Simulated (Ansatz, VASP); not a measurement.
One calculation of SnO2, two programs

```
CELL_PARAMETERS angstrom
4.74855 0.00000 0.00000
0.00000 5.76398 0.00000
0.00000 0.00000 5.25479
ATOMIC_POSITIONS crystal
Sn 0.50000 0.66468 0.75000
Sn 0.00000 0.83532 0.25000
Sn 0.50000 0.33532 0.25000
Sn 0.00000 0.16468 0.75000
O 0.72905 0.60844 0.07921
O 0.22905 0.89156 0.92079
O 0.77095 0.89156 0.57921
O 0.27095 0.60844 0.42079
O 0.72905 0.39156 0.57921
O 0.22905 0.10844 0.42079
O 0.77095 0.10844 0.07921
O 0.27095 0.39156 0.92079
```

Alike in both runs: task single point; functional r2SCAN; k mesh 6 × 6 × 6; occupations gaussian, width 0.02 eV; no spin polarisation.

|  | VASP | Ansatz |
| --- | --- | --- |
| version | VASP 6.6.1 | Ansatz 0.2.0 |
| potentials or method | VASP PAW PBE potentials, release 64 (Sn_d, O), cutoff 520 eV | scalar-relativistic, plane waves, PAW |
| valence electrons in the cell | 104 | 104 |

```tsv
	VASP	Ansatz	Ansatz less VASP
gap on the k mesh at the Fermi level (eV)	1.98	1.96	-0.026
least direct gap on the mesh (eV)	2.00	1.97	-0.028
pressure (GPa)	-0.9	-2.0	-1.07
traceless stress, the component that is largest in VASP (GPa)	0.12	-0.04	-0.165
rms of the force components (eV/Å)	0.012	0.002	-0.0092
```

VASP's potentials were made for PBE, not for r2SCAN. Atom by atom the forces differ by 0.013 eV/Å (rms over components). The functional is the same, so the differences come from potentials, cutoffs and numerics.
